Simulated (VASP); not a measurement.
# KMgF3 (Pm-3m) in VASP: single point with r2SCAN

Aim: the single point of KMgF3 with r2SCAN.

Program: VASP 6.6.1. These are calculated values, not measurements. Logs are shortened: lines on timing, memory, paths and dates and some standing lists are left out, and cuts for length are marked.

**1. The cell of the first run**

Symmetry: Pm-3m, No. 221, cubic system. The conventional cell has a = 3.951 Å, b = 3.951 Å, c = 3.951 Å, α = 90.00°, β = 90.00°, γ = 90.00°. K (site symmetry m-3m) has 12 F at 2.79 Å and 8 Mg at 3.42 Å within 3.7 Å. Within 2.6 Å of Mg (site symmetry m-3m) lie 6 F at 1.98 Å. F (site symmetry 4/mmm) has 2 Mg at 1.98 Å within 2.6 Å.

**2. Single point, r2SCAN**

File POSCAR:

```
KMgF3
1.0
    3.9510520000      0.0000000000      0.0000000000
    0.0000000000      3.9510520000      0.0000000000
    0.0000000000      0.0000000000      3.9510520000
K Mg F
1 1 3
Direct
    0.5000000000      0.5000000000      0.5000000000
    0.0000000000      0.0000000000      0.0000000000
    0.5000000000      0.0000000000      0.0000000000
    0.0000000000      0.5000000000      0.0000000000
    0.0000000000      0.0000000000      0.5000000000
```

File INCAR.step1:

```
ALGO     = Normal         # electronic algorithm
EDIFF    = 1E-4           # SCF threshold, eV
ENCUT    = 520            # plane-wave cutoff, eV
GGA      = PE             # functional
ISMEAR   = -1             # smearing method
LASPH    = T              # aspherical terms in the spheres
LCHARG   = F              # write CHGCAR
LREAL    = F              # projectors in reciprocal space
LWAVE    = T              # write WAVECAR
NBANDS   = 24             # bands
NELM     = 100            # most SCF steps
PREC     = Accurate       # precision mode
SIGMA    = 0.0183         # smearing width, eV
```

File INCAR.step2:

```
ALGO     = Normal         # electronic algorithm
EDIFF    = 1E-6           # SCF threshold, eV
ENCUT    = 520            # plane-wave cutoff, eV
ISIF     = 2              # what is computed and relaxed
ISMEAR   = -1             # smearing method
ISTART   = 1            
LASPH    = T              # aspherical terms in the spheres
LCHARG   = F              # write CHGCAR
LMIXTAU  = T            
LREAL    = F              # projectors in reciprocal space
LWAVE    = F              # write WAVECAR
METAGGA  = R2SCAN         # meta-GGA
NBANDS   = 24             # bands
NELM     = 100            # most SCF steps
PREC     = Accurate       # precision mode
SIGMA    = 0.0183         # smearing width, eV
```

File KPOINTS:

```
k-points
0
Gamma
  7 7 7
```

Potentials or basis: VASP PAW PBE potentials, release 64 (K_sv, Mg, F).

Launch:

```console
> cat potpaw_PBE.64/K_sv/POTCAR potpaw_PBE.64/Mg/POTCAR potpaw_PBE.64/F/POTCAR > POTCAR
> cp INCAR.step1 INCAR
> mpirun -np 1 vasp_std > vasp.out
> cp INCAR.step2 INCAR
> mpirun -np 1 vasp_std > vasp.out
```

OUTCAR:

```text
EDIFF = 1E-6
   ENCUT = 520
   ISIF = 2
   ISMEAR = -1
   ISTART = 1
   LASPH = T
   LREAL = F
   METAGGA = R2SCAN
   NELM = 100
   PREC = Accurate

 ion  position               nearest neighbor table
   1  0.500  0.500  0.500-   3 2.79   4 2.79   5 2.79   3 2.79   4 2.79   3 2.79   5 2.79   3 2.79
                             4 2.79   5 2.79   4 2.79   5 2.79   2 3.42   2 3.42   2 3.42   2 3.42
   2  0.000  0.000  0.000-   3 1.98   4 1.98   5 1.98   5 1.98   4 1.98   3 1.98   1 3.42   1 3.42
                             1 3.42   1 3.42   1 3.42   1 3.42   1 3.42   1 3.42
   3  0.500  0.000  0.000-   2 1.98   2 1.98   1 2.79   1 2.79   1 2.79   1 2.79
   4  0.000  0.500  0.000-   2 1.98   2 1.98   1 2.79   1 2.79   1 2.79   1 2.79
   5  0.000  0.000  0.500-   2 1.98   2 1.98   1 2.79   1 2.79   1 2.79   1 2.79

  LATTYP: Found a simple cubic cell.
 ALAT       =     3.9510520000

  Lattice vectors:

 A1 = (   3.9510520000,   0.0000000000,   0.0000000000)
 A2 = (   0.0000000000,   3.9510520000,   0.0000000000)
 A3 = (   0.0000000000,   0.0000000000,   3.9510520000)

Analysis of symmetry for initial positions (statically):
=====================================================================
 Subroutine PRICEL returns:
 Original cell was already a primitive cell.

 Routine SETGRP: Setting up the symmetry group for a
 simple cubic supercell.

 Subroutine GETGRP returns: Found 48 space group operations
 (whereof 48 operations were pure point group operations)
 out of a pool of 48 trial point group operations.

The static configuration has the point symmetry O_h .

Analysis of symmetry for dynamics (positions and initial velocities):
=====================================================================
 Subroutine PRICEL returns:
 Original cell was already a primitive cell.

 Routine SETGRP: Setting up the symmetry group for a
 simple cubic supercell.

 Subroutine GETGRP returns: Found 48 space group operations
 (whereof 48 operations were pure point group operations)
 out of a pool of 48 trial point group operations.

The dynamic configuration has the point symmetry O_h .

 Subroutine INISYM returns: Found 48 space group operations
 (whereof 48 operations are pure point group operations),
 and found     1 'primitive' translations

----------------------------------------------------------------------------------------

                                     Primitive cell

[... 91 lines left out ...]
   EDIFF  = 0.1E-05   stopping-criterion for ELM
   LREAL  =      F    real-space projection
   EDIFFG = 0.1E-04   stopping-criterion for IOM
   NSW    =      0    number of steps for IOM
   IBRION =     -1    ionic relax: 0-MD 1-quasi-New 2-CG
   NFREE  =      0    steps in history (QN), initial steepest desc. (CG)
   ISIF   =      2    stress and relaxation
   ISYM   =      2    0-nonsym 1-usesym 2-fastsym
   POTIM  = 0.5000    time-step for ionic-motion
   TEBEG  =    0.0;   TEEND  =   0.0 temperature during run
   PSTRESS=    0.0 pullay stress
   NELECT =      32.0000    total number of electrons
   NUPDOWN=      -1.0000    fix difference up-down
   EMIN   =  10.00;   EMAX   =-10.00  energy-range for DOS
   EFERMI =   0.00;   METHOD = LEGACY
   ISMEAR =    -1;   SIGMA  =   0.02  broadening in eV -4-tet -1-fermi 0-gaus
   EFERMI_NEDOS =   21; number of points for ismear=-14 and -15
   IALGO  =     38    algorithm
   IMIX   =      4    mixing-type and parameters
     AMIX     =   0.40;   BMIX     =  1.00
     AMIX_MAG =   1.60;   BMIX_MAG =  1.00
  volume/ion in A,a.u.               =      12.34        83.25
  Fermi-wavevector in a.u.,A,eV,Ry     =   1.315463  2.485865 23.544117  1.730444
  Thomas-Fermi vector in A             =   2.445644
   LORBIT       =      0    0 simple, 1 ext, 2 COOP (PROOUT), +10 PAW based schemes
   METAGGA = R2SCAN    functional components
   LHFCALC =     F    Hartree Fock is set to
   AEXX    =    0.0000 exact exchange contribution
   IVDW    =     0    specifies the selected vdW correction
   LEPSILON=     F    determine dielectric tensor
   LRPA    =     F    only Hartree local field effects (RPA)
 non-spin polarized calculation
  energy-cutoff  :      520.00
  volume of cell :       61.68
 maximum number of plane-waves:      1677
 NGX is ok and might be reduce to    30
   NGX = 15   NGY = 15   NGZ = 15

 number of electron      31.9999963 magnetization

 Free energy of the ion-electron system (eV)
  ---------------------------------------------------
  ext. energy  EPLUGINS =         0.00000000
  ---------------------------------------------------
  free energy    TOTEN  =       -37.41000862 eV

  energy without entropy =      -37.41000862  energy(sigma->0) =      -37.41000862

 E-fermi :  -1.6105     XC(G=0): -10.3467

 val. band max:       -2.1179351446   @ k =   0.4286   0.4286   0.4286
 cond. band min:       6.3760290316   @ k =   0.0000   0.0000   0.0000
 fundamental gap:      8.4939641762
 Fermi energy:        -1.6104618832

 k-point     1 :       0.0000    0.0000    0.0000
  band No.  band energies     occupation
      1     -28.6305      2.00000
      2     -23.3939      2.00000
      3     -22.7285      2.00000
      4     -22.7285      2.00000
      5     -11.3609      2.00000
      6     -11.3609      2.00000
[... 529 lines left out ...]
     23      14.6161      0.00000
     24      14.7082      0.00000

------------------------ aborting loop because EDIFF is reached ----------------------------------------

  FORCE on cell =-STRESS in cart. coord.  units (eV):
  Direction    XX          YY          ZZ          XY          YZ          ZX
  --------------------------------------------------------------------------------------
  -------------------------------------------------------------------------------------
  Total        0.4726843      0.4726843      0.4726843      0.0000000     -0.0000000      0.0000000
  in kB       12.2784490     12.2784490     12.2784490      0.0000000     -0.0000000      0.0000000
  external PRESSURE =      12.2784490 kB  Pullay stress =       0.0000000 kB

 VOLUME and BASIS-vectors are now :
 -----------------------------------------------------------------------------
  energy-cutoff  :      520.00
  volume of cell :       61.68
      direct lattice vectors                 reciprocal lattice vectors
     3.951052000  0.000000000  0.000000000     0.253097150  0.000000000  0.000000000
     0.000000000  3.951052000  0.000000000     0.000000000  0.253097150  0.000000000
     0.000000000  0.000000000  3.951052000     0.000000000  0.000000000  0.253097150

 POSITION                                       TOTAL-FORCE (eV/Angst)
 -----------------------------------------------------------------------------------
      1.97553      1.97553      1.97553         0.000000      0.000000      0.000000
      0.00000      0.00000      0.00000         0.000000      0.000000      0.000000
      1.97553      0.00000      0.00000         0.000000      0.000000      0.000000
      0.00000      1.97553      0.00000         0.000000      0.000000      0.000000
      0.00000      0.00000      1.97553         0.000000      0.000000      0.000000
 -----------------------------------------------------------------------------------
    total drift:                                0.000000     -0.000000      0.000000

  FREE ENERGIE OF THE ION-ELECTRON SYSTEM (eV)
  ---------------------------------------------------
  free  energy   TOTEN  =       -37.4100086211 eV

  energy  without entropy=      -37.4100086211  energy(sigma->0) =      -37.41000862
```

OUTCAR.step1:

```text
EDIFF = 1E-4
   ENCUT = 520
   GGA = PE
   ISMEAR = -1
   LASPH = T
[... 766 lines left out ...]
      0.00000      0.00000      0.00000         0.000000      0.000000      0.000000
      1.97553      0.00000      0.00000         0.000000      0.000000      0.000000
      0.00000      1.97553      0.00000         0.000000      0.000000      0.000000
      0.00000      0.00000      1.97553         0.000000      0.000000      0.000000
 -----------------------------------------------------------------------------------
    total drift:                                0.000000     -0.000000      0.000000

  FREE ENERGIE OF THE ION-ELECTRON SYSTEM (eV)
  ---------------------------------------------------
  free  energy   TOTEN  =       -24.3650062989 eV

  energy  without entropy=      -24.3650062988  energy(sigma->0) =      -24.36500630
```

OSZICAR.step1:

```text
N       E                     dE             d eps       ncg     rms          rms(c)
DAV:   1     0.217165049545E+03    0.21717E+03   -0.17323E+04   992   0.128E+03
DAV:   2    -0.153267325452E+02   -0.23249E+03   -0.22528E+03  1248   0.344E+02
DAV:   3    -0.261124638343E+02   -0.10786E+02   -0.10723E+02  1352   0.680E+01
DAV:   4    -0.265708530477E+02   -0.45839E+00   -0.45833E+00  1264   0.843E+00
DAV:   5    -0.265738913562E+02   -0.30383E-02   -0.30383E-02  1288   0.693E-01    0.906E+00
DAV:   6    -0.243561497458E+02    0.22177E+01   -0.70580E+00  1128   0.193E+01    0.415E+00
DAV:   7    -0.243647724052E+02   -0.86227E-02   -0.38362E-01  1136   0.312E+00    0.247E+00
DAV:   8    -0.243662994227E+02   -0.15270E-02   -0.82018E-02  1176   0.250E+00    0.377E-01
DAV:   9    -0.243647608913E+02    0.15385E-02   -0.22114E-02  1248   0.102E+00    0.157E-01
DAV:  10    -0.243649846344E+02   -0.22374E-03   -0.12486E-03  1096   0.242E-01    0.918E-02
DAV:  11    -0.243650062989E+02   -0.21664E-04   -0.34082E-05   832   0.526E-02
   1 F= -.24365006E+02 E0= -.24365006E+02  d E =-.102027E-10
```

It took 3.5 min on 1 thread of Intel Xeon 8259CL, shared host; peak memory 0.18 GiB.

Results:

```yaml
Free_energy: -37.4100 eV
Pressure: 1.2 GPa
Band_gap_on_the_k_mesh: 8.49 eV (least direct gap 8.78 eV)
```

Caveat: the PAW data sets were made with another functional, which shifts forces and pressure a little; an odd mesh through Γ misses points on the zone boundary, where band edges can lie.
